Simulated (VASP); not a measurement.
Runs of VASP 6.6.1 on HfH2. The structure is that of space group I4/mmm (No. 139), or close to it. The cells are those of the table. 

```csv
task,cell,cutoff (eV),smearing,gap on the mesh (eV),pressure (GPa)
single point,"a = 3.243 Å, angles 115.6, 115.6, 97.8°, 3 atoms",520,fermi-dirac 0.15 eV,none,-0.6
single point,"a = 3.383 Å, angles 116.6, 116.6, 96.0°, 3 atoms",520,gaussian 0.1 eV,none,(a)
single point,"a = 3.238 Å, angles 114.2, 114.2, 100.3°, 3 atoms",520,gaussian 0.1 eV,none,-2.5
relaxation of cell and atoms,"relaxed from a = 3.239 Å, angles 115.3, 115.3, 98.3°, 3 atoms",600,fermi-dirac 0.15 eV,none,0.0
```

Alike in all rows: level PBEsol; potentials or basis VASP PAW PBE potentials, release 64 (Hf_pv, H); no spin polarisation; k mesh 16 × 16 × 16.

Task: Fill in the values left out.

Result: (a) -15.0.

Caveats: the PAW data sets were made with another functional, which shifts forces and pressure a little; spin-orbit coupling is left out, which moves the levels of the heavy elements; the cell stands under tension (at least some runs).

A k mesh can miss the band edges, and the runs leave out spin-orbit coupling on Hf.

A gap of «none» marks levels without a gap at the run's occupations.
